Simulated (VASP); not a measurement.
# Li (Fm-3m) in VASP: notebook

Li is run at these levels: PBE+D3(BJ); tasks: single point.

Everything below comes from runs of VASP 6.6.1. Logs are shortened: lines on timing, memory, paths and dates and some standing lists are left out, and cuts for length are marked.

### Step 1. The cell of the first run

Symmetry: Fm-3m, No. 225, cubic system. Conventional cell: a = 4.404 Å, b = 4.404 Å, c = 4.404 Å, α = 90.00°, β = 90.00°, γ = 90.00°. Li (site symmetry m-3m) has 12 Li at 3.11 Å within 4.1 Å.

### Step 2. Single point, PBE+D3(BJ)

INCAR reads:

```
SYSTEM = Li
PREC = Accurate
ENCUT = 520
EDIFF = 1E-7
ISMEAR = 0
SIGMA = 0.1
LREAL = .FALSE.
LASPH = .TRUE.
NELM = 60
ALGO = Fast
ISIF = 2
LWAVE = .FALSE.
LCHARG = .FALSE.
GGA = PE
IVDW = 12
NBANDS = 8
```

KPOINTS reads:

```
regular mesh
0
G
  16 16 16
  0 0 0
```

POSCAR reads:

```
Li
1.0
    0.0000000000      2.2020000000      2.2020000000
    2.2020000000      0.0000000000      2.2020000000
    2.2020000000      2.2020000000      0.0000000000
Li
1
Direct
    0.0000000000      0.0000000000      0.0000000000
```

Potentials or basis: VASP PAW PBE potentials, release 64 (Li_sv).

On the command line:

```console
> cat potpaw_PBE.64/Li_sv/POTCAR > POTCAR
> mpirun -np 1 vasp_std > vasp.out
```

OUTCAR:

```text
SYSTEM = Li
   PREC = Accurate
   ENCUT = 520
   EDIFF = 1E-7
   ISMEAR = 0
   LREAL = .FALSE.
   LASPH = .TRUE.
   NELM = 60
   ISIF = 2
   GGA = PE
   IVDW = 12
 IVDW          = 12

 ion  position               nearest neighbor table
   1  0.000  0.000  0.000-

  LATTYP: Found a face centered cubic cell.
 ALAT       =     4.4040000000

  Lattice vectors:

 A1 = (   0.0000000000,   2.2020000000,   2.2020000000)
 A2 = (   2.2020000000,   0.0000000000,   2.2020000000)
 A3 = (   2.2020000000,   2.2020000000,   0.0000000000)

Analysis of symmetry for initial positions (statically):
=====================================================================
 Subroutine PRICEL returns:
 Original cell was already a primitive cell.

 Routine SETGRP: Setting up the symmetry group for a
 face centered cubic supercell.

 Subroutine GETGRP returns: Found 48 space group operations
[... 9 lines left out ...]

 Routine SETGRP: Setting up the symmetry group for a
 face centered cubic supercell.

 Subroutine GETGRP returns: Found 48 space group operations
[... 11 lines left out ...]
                                     Primitive cell

  volume of cell :      21.3541

  direct lattice vectors                    reciprocal lattice vectors
     0.000000000  2.202000000  2.202000000    -0.227066303  0.227066303  0.227066303
     2.202000000  0.000000000  2.202000000     0.227066303 -0.227066303  0.227066303
     2.202000000  2.202000000  0.000000000     0.227066303  0.227066303 -0.227066303

  length of vectors
     3.114098264  3.114098264  3.114098264     0.393290374  0.393290374  0.393290374

  position of ions in fractional coordinates (direct lattice)
     0.000000000  0.000000000  0.000000000

  ion indices of the primitive-cell ions
   primitive index   ion index
                 1           1

----------------------------------------------------------------------------------------

 KPOINTS: regular mesh

Automatic generation of k-mesh.
 Grid dimensions read from file:
 generate k-points for:   16   16   16

 Generating k-lattice:

  Cartesian coordinates                     Fractional coordinates (reciprocal lattice)
    -0.014191644  0.014191644  0.014191644     0.062500000  0.000000000  0.000000000
     0.014191644 -0.014191644  0.014191644     0.000000000  0.062500000  0.000000000
     0.014191644  0.014191644 -0.014191644     0.000000000  0.000000000  0.062500000

  Length of vectors
     0.024580648  0.024580648  0.024580648

  Shift w.r.t. Gamma in fractional coordinates (k-lattice)
     0.000000000  0.000000000  0.000000000

 Subroutine IBZKPT returns following result:
 ===========================================

 Found    145 irreducible k-points:

 Following reciprocal coordinates:
            Coordinates               Weight
  0.000000  0.000000  0.000000      1.000000
  0.062500  0.000000  0.000000      8.000000
  0.125000  0.000000  0.000000      8.000000
  0.187500  0.000000  0.000000      8.000000
  0.250000  0.000000  0.000000      8.000000
  0.312500  0.000000  0.000000      8.000000
[... 16 lines left out ...]
 -0.125000  0.062500  0.000000     24.000000
 -0.062500  0.062500  0.000000     12.000000
 [... further k-points ...]
   k-points           NKPTS =    145   k-points in BZ     NKDIM =    145   number of bands    NBANDS=      8
   number of dos      NEDOS =    301   number of ions     NIONS =      1
   total plane-waves  NPLWV =  13824
   dimension x,y,z NGX =    24 NGY =   24 NGZ =   24
   dimension x,y,z NGXF=    48 NGYF=   48 NGZF=   48
   ions per type =               1
   NGX,Y,Z   is equivalent  to a cutoff of  12.81, 12.81, 12.81 a.u.
   NGXF,Y,Z  is equivalent  to a cutoff of  25.62, 25.62, 25.62 a.u.
 SYSTEM =  Li
   PREC   = accura    normal or accurate (medium, high low for compatibility)
   ISTART =      0    job   : 0-new  1-cont  2-samecut
   ICHARG =      2    charge: 1-file 2-atom 10-const
   ISPIN  =      1    spin polarized calculation?
   LNONCOLLINEAR =      F non collinear calculations
   LSORBIT =      F    spin-orbit coupling
   LASPH  =      T    aspherical Exc in radial PAW
   ENCUT  =  520.0 eV  38.22 Ry    6.18 a.u.   5.79  5.79  5.79*2*pi/ulx,y,z
   NELM   =     60;   NELMIN=  2; NELMDL= -5     # of ELM steps
   EDIFF  = 0.1E-06   stopping-criterion for ELM
   LREAL  =      F    real-space projection
   EDIFFG = 0.1E-05   stopping-criterion for IOM
   NSW    =      0    number of steps for IOM
   IBRION =     -1    ionic relax: 0-MD 1-quasi-New 2-CG
   NFREE  =      0    steps in history (QN), initial steepest desc. (CG)
   ISIF   =      2    stress and relaxation
   ISYM   =      2    0-nonsym 1-usesym 2-fastsym
   POTIM  = 0.5000    time-step for ionic-motion
   TEBEG  =    0.0;   TEEND  =   0.0 temperature during run
   PSTRESS=    0.0 pullay stress
   NELECT =       3.0000    total number of electrons
   NUPDOWN=      -1.0000    fix difference up-down
   EMIN   =  10.00;   EMAX   =-10.00  energy-range for DOS
   EFERMI =   0.00;   METHOD = LEGACY
   ISMEAR =     0;   SIGMA  =   0.10  broadening in eV -4-tet -1-fermi 0-gaus
   EFERMI_NEDOS =   21; number of points for ismear=-14 and -15
   IALGO  =     68    algorithm
   IMIX   =      4    mixing-type and parameters
     AMIX     =   0.40;   BMIX     =  1.00
     AMIX_MAG =   1.60;   BMIX_MAG =  1.00
  volume/ion in A,a.u.               =      21.35       144.10
  Fermi-wavevector in a.u.,A,eV,Ry     =   0.851049  1.608250  9.854489  0.724285
  Thomas-Fermi vector in A             =   1.967122
   LORBIT       =      0    0 simple, 1 ext, 2 COOP (PROOUT), +10 PAW based schemes
   GGA     = PE    functional components
   LHFCALC =     F    Hartree Fock is set to
   AEXX    =    0.0000 exact exchange contribution
   IVDW    =    12    specifies the selected vdW correction
   LEPSILON=     F    determine dielectric tensor
   LRPA    =     F    only Hartree local field effects (RPA)
 non-spin polarized calculation
 RMM-DIIS sequential band-by-band and
 Gauss-broadening in eV      SIGMA  =   0.10
  energy-cutoff  :      520.00
  volume of cell :       21.35
 maximum number of plane-waves:       588
   NGX = 11   NGY = 11   NGZ = 11

 number of electron       3.0000005 magnetization

 Free energy of the ion-electron system (eV)
  ---------------------------------------------------
  ext. energy  EPLUGINS =         0.00000000
  ---------------------------------------------------
  free energy    TOTEN  =        -1.90682678 eV

  energy without entropy =       -1.90458287  energy(sigma->0) =       -1.90570483

 E-fermi :   0.4612     XC(G=0):  -6.9187

 val. band max:        0.3876519805   @ k =   0.4375   0.3750   0.0625
 cond. band min:       0.4782021108   @ k =   0.4375   0.3125   0.0000
 fundamental gap:      0.0905501302
 Fermi energy:         0.4611869310

 k-point     1 :       0.0000    0.0000    0.0000
  band No.  band energies     occupation
      1     -46.1351      2.00000
      2      -3.0090      2.00000
      3      14.3122      0.00000
      4      14.3123      0.00000
      5      14.3123      0.00000
      6      18.1190      0.00000
      7      18.1190      0.00000
      8      18.1190      0.00000

 k-point     2 :       0.0625    0.0000    0.0000
  band No.  band energies     occupation
      1     -46.1346      2.00000
      2      -2.9405      2.00000
      3      13.5687      0.00000
      4      14.1580      0.00000
      5      14.1581      0.00000
      6      17.4595      0.00000
      7      18.3922      0.00000
      8      18.3922      0.00000

 k-point     3 :       0.1250    0.0000    0.0000
  band No.  band energies     occupation
      1     -46.1330      2.00000
      2      -2.7352      2.00000
      3      11.8921      0.00000
      4      13.8099      0.00000
      5      13.8100      0.00000
      6      17.3464      0.00000
      7      19.0026      0.00000
      8      19.0026      0.00000

 k-point     4 :       0.1875    0.0000    0.0000
  band No.  band energies     occupation
      1     -46.1306      2.00000
      2      -2.3929      2.00000
      3      10.0046      0.00000
      4      13.4344      0.00000
      5      13.4345      0.00000
      6      17.5710      0.00000
      7      19.2185      0.00000
      8      19.2185      0.00000

 k-point     5 :       0.2500    0.0000    0.0000
  band No.  band energies     occupation
      1     -46.1279      2.00000
      2      -1.9161      2.00000
      3       8.1697      0.00000
      4      13.1177      0.00000
      5      13.1178      0.00000
      6      17.8004      0.00000
      7      18.5579      0.00000
      8      18.5579      0.00000

 k-point     6 :       0.3125    0.0000    0.0000
  band No.  band energies     occupation
      1     -46.1251      2.00000
      2      -1.3121      2.00000
      3       6.4750      0.00000
      4      12.8888      0.00000
      5      12.8889      0.00000
      6      17.7142      0.00000
      7      17.7488      0.00000
      8      17.7488      0.00000

 k-point     7 :       0.3750    0.0000    0.0000
  band No.  band energies     occupation
      1     -46.1228      2.00000
      2      -0.6065      2.00000
      3       4.9764      0.00000
      4      12.7474      0.00000
      5      12.7474      0.00000
      6      17.0920      0.00000
      7      17.0920      0.00000
      8      17.4270      0.00000
[... 133 lines left out ...]
 k-point    20 :      -0.3125    0.0625    0.0000
  band No.  band energies     occupation
      1     -46.1240      2.00000
      2      -1.0211      2.00000
      3       5.9837      0.00000
      4      11.8745      0.00000
      5      13.2318      0.00000
      6      16.5714      0.00000
      7      17.2474      0.00000
      8      19.2172      0.00000

 k-point    21 :      -0.2500    0.0625    0.0000
  band No.  band energies     occupation
      1     -46.1266      2.00000
      2      -1.6653      2.00000
      3       7.6147      0.00000
      4      11.9880      0.00000
      5      13.6067      0.00000
      6      17.2332      0.00000
      7      17.8454      0.00000
      8      18.8215      0.00000

 k-point    22 :      -0.1875    0.0625    0.0000
  band No.  band energies     occupation
      1     -46.1294      2.00000
      2      -2.1869      2.00000
      3       9.3979      0.00000
      4      12.2385      0.00000
      5      13.9713      0.00000
      6      17.5279      0.00000
      7      18.5820      0.00000
      8      18.8727      0.00000

 k-point    23 :      -0.1250    0.0625    0.0000
  band No.  band energies     occupation
      1     -46.1318      2.00000
      2      -2.5749      2.00000
      3      11.2580      0.00000
      4      12.6183      0.00000
      5      14.2720      0.00000
      6      17.2739      0.00000
      7      18.7492      0.00000
      8      19.6755      0.00000

 k-point    24 :      -0.0625    0.0625    0.0000
  band No.  band energies     occupation
      1     -46.1337      2.00000
      2      -2.8264      2.00000
      3      12.9459      0.00000
      4      13.1618      0.00000
      5      14.3778      0.00000
      6      17.1452      0.00000
      7      18.3606      0.00000
      8      19.4581      0.00000

 [... further k-points ...]

------------------------ aborting loop because EDIFF is reached ----------------------------------------

 Edisp (eV)   -0.16049

 E8    (eV) :    -0.0669

  FORCE on cell =-STRESS in cart. coord.  units (eV):
  Direction    XX          YY          ZZ          XY          YZ          ZX
  --------------------------------------------------------------------------------------
  -------------------------------------------------------------------------------------
  Total      -0.25992    -0.25992    -0.25992     0.00000     0.00000     0.00000
  in kB     -19.50151   -19.50151   -19.50151     0.00000     0.00000     0.00000
  external pressure =      -19.50 kB  Pullay stress =        0.00 kB

 VOLUME and BASIS-vectors are now :
 -----------------------------------------------------------------------------
  energy-cutoff  :      520.00
  volume of cell :       21.35
      direct lattice vectors                 reciprocal lattice vectors
     0.000000000  2.202000000  2.202000000    -0.227066303  0.227066303  0.227066303
     2.202000000  0.000000000  2.202000000     0.227066303 -0.227066303  0.227066303
     2.202000000  2.202000000  0.000000000     0.227066303  0.227066303 -0.227066303

 POSITION                                       TOTAL-FORCE (eV/Angst)
 -----------------------------------------------------------------------------------
      0.00000      0.00000      0.00000         0.000000      0.000000      0.000000
 -----------------------------------------------------------------------------------
    total drift:                               -0.000000     -0.000000     -0.000000

  FREE ENERGIE OF THE ION-ELECTRON SYSTEM (eV)
  ---------------------------------------------------
  free  energy   TOTEN  =        -2.0673196489 eV

  energy  without entropy=       -2.0650757405  energy(sigma->0) =       -2.06619769
```

Wall time 15 s (1 thread of AMD EPYC 9R45 (Zen 5), shared host); peak memory 0.12 GiB.

What came out:

```
Free energy                : -2.0673 eV
Dispersion energy per atom : -0.160 eV
```

Caveat: the cutoff is under 1.25 times the usual one of these potentials, so pressure, stress and relaxed cells hold a basis-set (Pulay) error; pairwise dispersion overbinds metals, which lowers pressure and volume.

### Step 3. Single point, PBE+D3(BJ) (volume scaled by 0.88)

INCAR reads:

```
SYSTEM = Li
ALGO = Normal ; EDIFF = 1E-6
ENCUT = 520 ; GGA = PE
ISIF = 2 ; ISMEAR = 0
IVDW = 12 ; LASPH = .True.
LCHARG = .True. ; LELF = .True.
LREAL = .False. ; LVHAR = .True.
LWAVE = .False. ; NBANDS = 8
NELM = 60 ; PREC = Accurate
SIGMA = 0.1
```

KPOINTS reads:

```
k-points
0
Gamma
  18 18 18
  0 0 0
```

POSCAR reads:

```
Li
1.0
    0.0000000000      2.0013594747      2.0013594747
    2.0013594747      0.0000000000      2.0013594747
    2.0013594747      2.0013594747      0.0000000000
Li
1
Direct
    0.0000000000      0.0000000000      0.0000000000
```

Potentials or basis: VASP PAW PBE potentials, release 64 (Li_sv).

On the command line:

```console
> cat potpaw_PBE.64/Li_sv/POTCAR > POTCAR
> mpirun -np 1 vasp_std > vasp.out
```

OUTCAR:

```text
SYSTEM = Li
   EDIFF = 1E-6
   ENCUT = 520
   GGA = PE
   ISIF = 2
   ISMEAR = 0
   IVDW = 12
   LASPH = .True.
   LREAL = .False.
   NELM = 60
   PREC = Accurate
 IVDW          = 12

 ion  position               nearest neighbor table
   1  0.000  0.000  0.000-

  LATTYP: Found a face centered cubic cell.
 ALAT       =     4.0027189494

  Lattice vectors:

 A1 = (   0.0000000000,   2.0013594747,   2.0013594747)
 A2 = (   2.0013594747,   0.0000000000,   2.0013594747)
 A3 = (   2.0013594747,   2.0013594747,   0.0000000000)

Analysis of symmetry for initial positions (statically):
=====================================================================
 Subroutine PRICEL returns:
 Original cell was already a primitive cell.

 Routine SETGRP: Setting up the symmetry group for a
 face centered cubic supercell.

 Subroutine GETGRP returns: Found 48 space group operations
[... 9 lines left out ...]

 Routine SETGRP: Setting up the symmetry group for a
 face centered cubic supercell.

 Subroutine GETGRP returns: Found 48 space group operations
[... 11 lines left out ...]
                                     Primitive cell

  volume of cell :      16.0326

  direct lattice vectors                    reciprocal lattice vectors
[... 138 lines left out ...]
 fundamental gap:      0.0679176470
 Fermi energy:         1.3518460340

 k-point     1 :       0.0000    0.0000    0.0000
  band No.  band energies     occupation
      1     -44.8081      2.00000
      2      -2.4900      2.00000
      3      18.2801      0.00000
      4      18.2801      0.00000
      5      18.2801      0.00000
      6      22.5455      0.00000
      7      22.5455      0.00000
      8      22.5455      0.00000
[... 243 lines left out ...]
 k-point    24 :      -0.2222    0.0556    0.0000
  band No.  band energies     occupation
      1     -44.7865      2.00000
      2      -1.3265      2.00000
      3      11.0819      0.00000
      4      15.6853      0.00000
      5      17.5675      0.00000
      6      21.8666      0.00000
      7      22.6588      0.00000
      8      23.5409      0.00000

 [... further k-points ...]

------------------------ aborting loop because EDIFF is reached ----------------------------------------

 Edisp (eV)   -0.21439

 E8    (eV) :    -0.0891

  FORCE on cell =-STRESS in cart. coord.  units (eV):
  Direction    XX          YY          ZZ          XY          YZ          ZX
  --------------------------------------------------------------------------------------
  -------------------------------------------------------------------------------------
  Total       0.23614     0.23614     0.23614     0.00000     0.00000     0.00000
  in kB      23.59781    23.59781    23.59781     0.00000     0.00000     0.00000
  external pressure =       23.60 kB  Pullay stress =        0.00 kB

 VOLUME and BASIS-vectors are now :
 -----------------------------------------------------------------------------
  energy-cutoff  :      520.00
  volume of cell :       16.03
      direct lattice vectors                 reciprocal lattice vectors
     0.000000000  2.001359475  2.001359475    -0.249830181  0.249830181  0.249830181
     2.001359475  0.000000000  2.001359475     0.249830181 -0.249830181  0.249830181
     2.001359475  2.001359475  0.000000000     0.249830181  0.249830181 -0.249830181

 POSITION                                       TOTAL-FORCE (eV/Angst)
 -----------------------------------------------------------------------------------
      0.00000      0.00000      0.00000         0.000000     -0.000000     -0.000000
 -----------------------------------------------------------------------------------
    total drift:                               -0.000000     -0.000000     -0.000000

  FREE ENERGIE OF THE ION-ELECTRON SYSTEM (eV)
  ---------------------------------------------------
  free  energy   TOTEN  =        -2.0705436700 eV

  energy  without entropy=       -2.0691537447  energy(sigma->0) =       -2.06984871
```

stdout:

```text
POSCAR found type information on POSCAR Li
 POSCAR found :  1 types and       1 ions
 scaLAPACK will be used
 LDA part: xc-table for (Slater+PW92), standard interpolation
 POSCAR, INCAR and KPOINTS ok, starting setup
 FFT: planning ... GRIDC
 FFT: planning ... GRID_SOFT
 FFT: planning ... GRID
 WAVECAR not read
 entering main loop
```

Wall time 11 s (1 thread of AMD EPYC 9R45 (Zen 5), shared host); peak memory 0.12 GiB.

What came out:

```
Free energy                : -2.0705 eV
Dispersion energy per atom : -0.214 eV
```

Caveat: the cutoff is under 1.25 times the usual one of these potentials, so pressure, stress and relaxed cells hold a basis-set (Pulay) error; pairwise dispersion overbinds metals, which lowers pressure and volume.
